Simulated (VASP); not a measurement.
# Al (P6_3/mmc) in VASP: further runs, part 2 of 2

VASP 6.6.1. Earlier steps stand in the parts before.

### 6 Single point, PBE+D3(BJ)

This run uses another cell than the first one, of 16.53 Å³/atom, 1.175 times its volume.

Input file INCAR:

```
SYSTEM = Al
  PREC = Accurate
  ENCUT = 520
  EDIFF = 1E-6
  ISMEAR = 0
  SIGMA = 0.15
  LREAL = .FALSE.
  LASPH = .TRUE.
  NELM = 80
  ALGO = Normal
  ISIF = 2
  LWAVE = .FALSE.
  LCHARG = .FALSE.
  GGA = PE
  IVDW = 12
  NBANDS = 14
```

Input file KPOINTS:

```
Automatic mesh
0
G
  18 18 4
  0 0 0
```

Input file POSCAR:

```
Al
1.0
    2.8144222649      0.0000000000      0.0000000000
   -1.4072111325      2.4373611784      0.0000000000
    0.0000000000      0.0000000000      9.6403000000
Al
4
Direct
    0.0000000000      0.0000000000      0.0000000000
    0.3333333333      0.6666666667      0.2500000000
    0.0000000000      0.0000000000      0.5000000000
    0.6666666667      0.3333333333      0.7500000000
```

Potentials or basis: VASP PAW PBE potentials, release 64 (Al).

On the command line:

```
> cat potpaw_PBE.64/Al/POTCAR > POTCAR
> mpirun -np 1 vasp_std > vasp.out
```

OUTCAR:

```text
SYSTEM = Al
   PREC = Accurate
   ENCUT = 520
   EDIFF = 1E-6
   ISMEAR = 0
   LREAL = .FALSE.
   LASPH = .TRUE.
   NELM = 80
   ISIF = 2
   GGA = PE
   IVDW = 12
 IVDW          = 12

 ion  position               nearest neighbor table
   1  0.000  0.000  0.000-   2 2.91   4 2.91   4 2.91   2 2.91   4 2.91   2 2.91
   2  0.333  0.667  0.250-   1 2.91   3 2.91   1 2.91   3 2.91   1 2.91   3 2.91
   3  0.000  0.000  0.500-   2 2.91   4 2.91   4 2.91   2 2.91   4 2.91   2 2.91
   4  0.667  0.333  0.750-   1 2.91   3 2.91   1 2.91   3 2.91   1 2.91   3 2.91

  LATTYP: Found a hexagonal cell.
 ALAT       =     2.8144222649
 C/A-ratio  =     3.4253211113

  Lattice vectors:

 A1 = (   2.8144222649,   0.0000000000,   0.0000000000)
 A2 = (  -1.4072111325,   2.4373611784,   0.0000000000)
 A3 = (   0.0000000000,   0.0000000000,   9.6403000000)

Analysis of symmetry for initial positions (statically):
=====================================================================
 Subroutine PRICEL returns:
 Original cell was already a primitive cell.

 Routine SETGRP: Setting up the symmetry group for a
 hexagonal supercell.

 Subroutine GETGRP returns: Found 24 space group operations
[... 193 lines left out ...]
     13      20.3862      0.00000
     14      20.4109      0.00000
[... 377 lines left out ...]
      1       1.9127      2.00000
      2       3.4181      2.00000
      3       3.4214      2.00000
      4       4.5303      2.00000
      5       6.0859      2.00000
      6       6.0922      2.00000
      7       8.0095      0.66670
      8       8.0823      0.26372
      9      10.2647      0.00000
     10      10.5828      0.00000
     11      11.5424      0.00000
     12      12.5313      0.00000
     13      12.7815      0.00000
     14      15.3687      0.00000

 [... further k-points ...]

------------------------ aborting loop because EDIFF is reached ----------------------------------------

 Edisp (eV)   -1.34272

 E8    (eV) :    -0.6004

  FORCE on cell =-STRESS in cart. coord.  units (eV):
  Direction    XX          YY          ZZ          XY          YZ          ZX
  --------------------------------------------------------------------------------------
  -------------------------------------------------------------------------------------
  Total      -0.88811    -0.88811    -1.98390     0.00000     0.00000     0.00000
  in kB     -21.51688   -21.51688   -48.06520     0.00000     0.00000     0.00000
  external pressure =      -30.37 kB  Pullay stress =        0.00 kB

 VOLUME and BASIS-vectors are now :
 -----------------------------------------------------------------------------
  energy-cutoff  :      520.00
  volume of cell :       66.13
      direct lattice vectors                 reciprocal lattice vectors
     2.814422265  0.000000000  0.000000000     0.355312709  0.205139888  0.000000000
    -1.407211133  2.437361178  0.000000000     0.000000000  0.410279777  0.000000000
     0.000000000  0.000000000  9.640300000     0.000000000  0.000000000  0.103731212

 POSITION                                       TOTAL-FORCE (eV/Angst)
 -----------------------------------------------------------------------------------
      0.00000      0.00000      0.00000        -0.000000      0.000000      0.000000
     -0.00000      1.62491      2.41007        -0.000000     -0.000000     -0.000000
      0.00000      0.00000      4.82015        -0.000000      0.000000      0.000000
      1.40721      0.81245      7.23022         0.000000      0.000000     -0.000000
 -----------------------------------------------------------------------------------
    total drift:                               -0.000000      0.000000      0.000000

  FREE ENERGIE OF THE ION-ELECTRON SYSTEM (eV)
  ---------------------------------------------------
  free  energy   TOTEN  =       -16.2718511333 eV

  energy  without entropy=      -16.2519844748  energy(sigma->0) =      -16.26191780
```

OSZICAR:

```text
N       E                     dE             d eps       ncg     rms          rms(c)
DAV:   1     0.552981438345E+01    0.55298E+01   -0.40738E+03  3108   0.654E+02
DAV:   2    -0.143688815141E+02   -0.19899E+02   -0.18466E+02  4084   0.892E+01
DAV:   3    -0.150169046442E+02   -0.64802E+00   -0.63964E+00  4108   0.127E+01
DAV:   4    -0.150213478389E+02   -0.44432E-02   -0.44419E-02  3738   0.132E+00
DAV:   5    -0.150214000269E+02   -0.52188E-04   -0.52187E-04  4058   0.148E-01    0.259E+00
DAV:   6    -0.149677871978E+02    0.53613E-01   -0.61367E-03  3604   0.447E-01    0.151E+00
DAV:   7    -0.149295718562E+02    0.38215E-01   -0.15557E-02  3576   0.667E-01    0.217E-01
DAV:   8    -0.149291516427E+02    0.42021E-03   -0.26384E-04  4310   0.862E-02    0.265E-02
DAV:   9    -0.149291325437E+02    0.19099E-04   -0.23718E-05  3848   0.230E-02    0.674E-03
DAV:  10    -0.149291323014E+02    0.24229E-06   -0.66774E-07  2804   0.549E-03
   1 F= -.16271851E+02 E0= -.16261918E+02  d E =-.198667E-01
```

stdout:

```text
POSCAR found type information on POSCAR Al
 POSCAR found :  1 types and       4 ions
 scaLAPACK will be used
 LDA part: xc-table for (Slater+PW92), standard interpolation
 POSCAR, INCAR and KPOINTS ok, starting setup
 FFT: planning ... GRIDC
 FFT: planning ... GRID_SOFT
 FFT: planning ... GRID
 WAVECAR not read
 entering main loop
```

It took 58 s on 1 thread of AMD EPYC 9R45 (Zen 5), shared host; peak memory 0.21 GiB.

Results:

```yaml
Free_energy: -16.2719 eV
Pressure: -3.0 GPa
Band_gap_on_the_k_mesh: zero (band 6 reaches 11.25 eV, above the bottom of band 7 at 6.56 eV)
Dispersion_energy_per_atom: -0.336 eV
```

Caveat: pairwise dispersion overbinds metals, which lowers pressure and volume.

### 7 Overview

```csv
cell,gap on the mesh (eV),pressure (GPa)
"a = 2.775, b = 2.775, c = 8.443 Å, angles 90.0, 90.0, 120.0°, 4 atoms",none,13.9
"a = 2.657, b = 2.657, c = 9.241 Å, angles 90.0, 90.0, 120.0°, 4 atoms",none,13.5
"a = 2.854, b = 2.854, c = 8.043 Å, angles 90.0, 90.0, 120.0°, 4 atoms",none,15.4
"a = 3.011, b = 3.011, c = 7.245 Å, angles 90.0, 90.0, 120.0°, 4 atoms",none,23.4
"a = 2.814, b = 2.814, c = 9.640 Å, angles 90.0, 90.0, 120.0°, 4 atoms",none,-3.0
```

Alike in all rows: task single point; level PBE+D3(BJ); potentials or basis VASP PAW PBE potentials, release 64 (Al); no spin polarisation; k mesh 18 × 18 × 4; cutoff (eV) 520; smearing gaussian 0.15 eV.

Caveats: pairwise dispersion overbinds metals, which lowers pressure and volume.

Absolute energies hang on the potentials; compare differences alone.
